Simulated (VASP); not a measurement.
# Cu (I4/mmm) in VASP: notebook

Cu is run at these levels: PBE; tasks: single point.

All numbers are computed with VASP 6.6.1; they aren't measurements. Logs are shortened: lines on timing, memory, paths and dates and some standing lists are left out, and cuts for length are marked.

## (1) The cell of the first run

The typed cell holds 1 atom: a = 2.541 Å, b = 2.541 Å, c = 2.541 Å, α = 120.02°, β = 120.02°, γ = 89.96°.

## (2) Single point, PBE (11.59 Å³/atom)

File INCAR:

```
SYSTEM = Cu
PREC = Accurate
ENCUT = 520
EDIFF = 1E-6
ISMEAR = 0
SIGMA = 0.1
LREAL = .FALSE.
LASPH = .TRUE.
NELM = 60
ALGO = Fast
ISIF = 2
LWAVE = .FALSE.
LCHARG = .TRUE.
GGA = PE
LELF = .TRUE.
LVHAR = .TRUE.
NBANDS = 12
```

File KPOINTS:

```
Automatic mesh
0
G
  30 30 30
  0 0 0
```

File POSCAR:

```
Cu
1.0
   -1.2699177702      1.2699177702      1.7971229497
    1.2699177702     -1.2699177702      1.7971229497
    1.2699177702      1.2699177702     -1.7971229497
Cu
1
Direct
    0.0000000000      0.0000000000      0.0000000000
```

Potentials or basis: VASP PAW PBE potentials, release 64 (Cu).

Started as:

```
$ cat potpaw_PBE.64/Cu/POTCAR > POTCAR
$ mpirun -np 1 vasp_std > vasp.out
```

OUTCAR:

```text
SYSTEM = Cu
   PREC = Accurate
   ENCUT = 520
   EDIFF = 1E-6
   ISMEAR = 0
   LREAL = .FALSE.
   LASPH = .TRUE.
   NELM = 60
   ISIF = 2
   GGA = PE

 ion  position               nearest neighbor table
   1  0.000  0.000  0.000-

  LATTYP: Found a body centered tetragonal cell.
 ALAT       =     2.5398355404
 C/A-ratio  =     1.4151490686

  Lattice vectors:

 A1 = (  -1.2699177702,   1.2699177702,   1.7971229497)
 A2 = (   1.2699177702,  -1.2699177702,   1.7971229497)
 A3 = (   1.2699177702,   1.2699177702,  -1.7971229497)

Analysis of symmetry for initial positions (statically):
=====================================================================
 Subroutine PRICEL returns:
 Original cell was already a primitive cell.

 Routine SETGRP: Setting up the symmetry group for a
 body centered tetragonal supercell.

 Subroutine GETGRP returns: Found 16 space group operations
 (whereof 16 operations were pure point group operations)
 out of a pool of 16 trial point group operations.

The static configuration has the point symmetry D_4h.

Analysis of symmetry for dynamics (positions and initial velocities):
=====================================================================
 Subroutine PRICEL returns:
 Original cell was already a primitive cell.

 Routine SETGRP: Setting up the symmetry group for a
 body centered tetragonal supercell.

 Subroutine GETGRP returns: Found 16 space group operations
 (whereof 16 operations were pure point group operations)
 out of a pool of 16 trial point group operations.

The dynamic configuration has the point symmetry D_4h.

 Subroutine INISYM returns: Found 16 space group operations
 (whereof 16 operations are pure point group operations),
 and found     1 'primitive' translations

----------------------------------------------------------------------------------------

                                     Primitive cell

  volume of cell :      11.5928

  direct lattice vectors                    reciprocal lattice vectors
    -1.269917770  1.269917770  1.797122950     0.000000000  0.393726280  0.278222478
     1.269917770 -1.269917770  1.797122950     0.393726280  0.000000000  0.278222478
     1.269917770  1.269917770 -1.797122950     0.393726280  0.393726280  0.000000000

  length of vectors
     2.540675733  2.540675733  2.540675733     0.482108008  0.482108008  0.556813046

  position of ions in fractional coordinates (direct lattice)
     0.000000000  0.000000000  0.000000000

  ion indices of the primitive-cell ions
   primitive index   ion index
[... 82 lines left out ...]
   TEBEG  =    0.0;   TEEND  =   0.0 temperature during run
   PSTRESS=    0.0 pullay stress
   NELECT =      11.0000    total number of electrons
   NUPDOWN=      -1.0000    fix difference up-down
   EMIN   =  10.00;   EMAX   =-10.00  energy-range for DOS
   EFERMI =   0.00;   METHOD = LEGACY
   ISMEAR =     0;   SIGMA  =   0.10  broadening in eV -4-tet -1-fermi 0-gaus
   EFERMI_NEDOS =   21; number of points for ismear=-14 and -15
   IALGO  =     68    algorithm
   IMIX   =      4    mixing-type and parameters
     AMIX     =   0.40;   BMIX     =  1.00
     AMIX_MAG =   1.60;   BMIX_MAG =  1.00
  volume/ion in A,a.u.               =      11.59        78.23
  Fermi-wavevector in a.u.,A,eV,Ry     =   1.608704  3.040009 35.210893  2.587928
  Thomas-Fermi vector in A             =   2.704531
   LORBIT       =      0    0 simple, 1 ext, 2 COOP (PROOUT), +10 PAW based schemes
   GGA     = PE    functional components
   LHFCALC =     F    Hartree Fock is set to
   AEXX    =    0.0000 exact exchange contribution
   IVDW    =     0    specifies the selected vdW correction
   LEPSILON=     F    determine dielectric tensor
   LRPA    =     F    only Hartree local field effects (RPA)
 non-spin polarized calculation
 RMM-DIIS sequential band-by-band and
 Gauss-broadening in eV      SIGMA  =   0.10
  energy-cutoff  :      520.00
  volume of cell :       11.59
 maximum number of plane-waves:       331
   NGX =  9   NGY =  9   NGZ =  9

 number of electron      11.0000008 magnetization

 Free energy of the ion-electron system (eV)
  ---------------------------------------------------
  ext. energy  EPLUGINS =         0.00000000
  ---------------------------------------------------
  free energy    TOTEN  =        -3.72239118 eV

  energy without entropy =       -3.72118933  energy(sigma->0) =       -3.72179025

 E-fermi :   7.8460     XC(G=0): -12.8343

 val. band max:        7.8359701682   @ k =  -0.2667   0.4000   0.1000
 cond. band min:       7.8583169503   @ k =  -0.3333  -0.3667   0.2000
 fundamental gap:      0.0223467821
 Fermi energy:         7.8460213599

 k-point     1 :       0.0000    0.0000    0.0000
  band No.  band energies     occupation
      1      -1.6756      2.00000
      2       4.7300      2.00000
      3       4.7332      2.00000
      4       4.7332      2.00000
      5       5.5765      2.00000
      6       5.5798      2.00000
      7      30.5612      0.00000
      8      33.3487      0.00000
      9      33.3517      0.00000
     10      33.3517      0.00000
     11      35.8578      0.00000
     12      35.8590      0.00000
[... 331 lines left out ...]
 k-point    24 :       0.2667    0.0333    0.0000
  band No.  band energies     occupation
      1       0.9359      2.00000
      2       4.4758      2.00000
      3       4.8697      2.00000
      4       4.8834      2.00000
      5       5.6657      2.00000
      6       5.8138      2.00000
      7      19.1109      0.00000
      8      28.9125      0.00000
      9      30.9258      0.00000
     10      31.8203      0.00000
     11      35.0921      0.00000
     12      36.2025      0.00000

 [... further k-points ...]

------------------------ aborting loop because EDIFF is reached ----------------------------------------

  FORCE on cell =-STRESS in cart. coord.  units (eV):
  Direction    XX          YY          ZZ          XY          YZ          ZX
  --------------------------------------------------------------------------------------
  -------------------------------------------------------------------------------------
  Total        0.3682975      0.3682975      0.3653894      0.0000000      0.0000000      0.0000000
  in kB       50.9002999     50.9002999     50.4983851      0.0000000      0.0000000      0.0000000
  external PRESSURE =      50.7663283 kB  Pullay stress =       0.0000000 kB

 VOLUME and BASIS-vectors are now :
 -----------------------------------------------------------------------------
  energy-cutoff  :      520.00
  volume of cell :       11.59
      direct lattice vectors                 reciprocal lattice vectors
    -1.269917770  1.269917770  1.797122950     0.000000000  0.393726280  0.278222478
     1.269917770 -1.269917770  1.797122950     0.393726280  0.000000000  0.278222478
     1.269917770  1.269917770 -1.797122950     0.393726280  0.393726280  0.000000000

 POSITION                                       TOTAL-FORCE (eV/Angst)
 -----------------------------------------------------------------------------------
      0.00000      0.00000      0.00000         0.000000      0.000000     -0.000000
 -----------------------------------------------------------------------------------
    total drift:                                0.000000     -0.000000      0.000000

  FREE ENERGIE OF THE ION-ELECTRON SYSTEM (eV)
  ---------------------------------------------------
  free  energy   TOTEN  =        -3.7223911756 eV

  energy  without entropy=       -3.7211893307  energy(sigma->0) =       -3.72179025
```

OSZICAR:

```text
N       E                     dE             d eps       ncg     rms          rms(c)
DAV:   1     0.426767847305E+02    0.42677E+02   -0.54051E+03 53308   0.155E+03
DAV:   2    -0.331566796676E+01   -0.45992E+02   -0.42485E+02 49188   0.205E+02
DAV:   3    -0.462541535608E+01   -0.13097E+01   -0.13012E+01 55736   0.396E+01
DAV:   4    -0.463349149559E+01   -0.80761E-02   -0.80750E-02 53760   0.275E+00
DAV:   5    -0.463356642292E+01   -0.74927E-04   -0.74926E-04 56724   0.269E-01    0.771E+00
RMM:   6    -0.405829673185E+01    0.57527E+00   -0.30892E+00 59815   0.327E+01    0.426E+00
RMM:   7    -0.373702963025E+01    0.32127E+00   -0.44567E-01 59462   0.120E+01    0.101E+00
RMM:   8    -0.372365884200E+01    0.13371E-01   -0.12459E-02 61169   0.115E+00    0.281E-01
RMM:   9    -0.372232454265E+01    0.13343E-02   -0.28653E-03 62171   0.996E-01    0.238E-02
RMM:  10    -0.372238252077E+01   -0.57978E-04   -0.47603E-04 63041   0.276E-01    0.106E-02
RMM:  11    -0.372238927691E+01   -0.67561E-05   -0.64944E-05 66663   0.919E-02    0.756E-03
RMM:  12    -0.372239096222E+01   -0.16853E-05   -0.10173E-05 60778   0.329E-02    0.145E-03
RMM:  13    -0.372239117562E+01   -0.21340E-06   -0.13073E-06 42860   0.127E-02
   1 F= -.37223912E+01 E0= -.37217903E+01  d E =-.120184E-02
```

Wall time 2.3 min (1 thread of Intel Xeon 6975P-C (Granite Rapids), shared host); peak memory 0.37 GiB.

Results:

* Free energy: -3.7224 eV
* Pressure: 5.1 GPa
* Band gap on the k mesh: zero (an odd number of electrons rules out a gap without spin polarisation)

Caveat: the cell stands under pressure.

[end of part 1 of 2]

The gap in the log of VASP goes by the Fermi energy; the results here count the filled bands.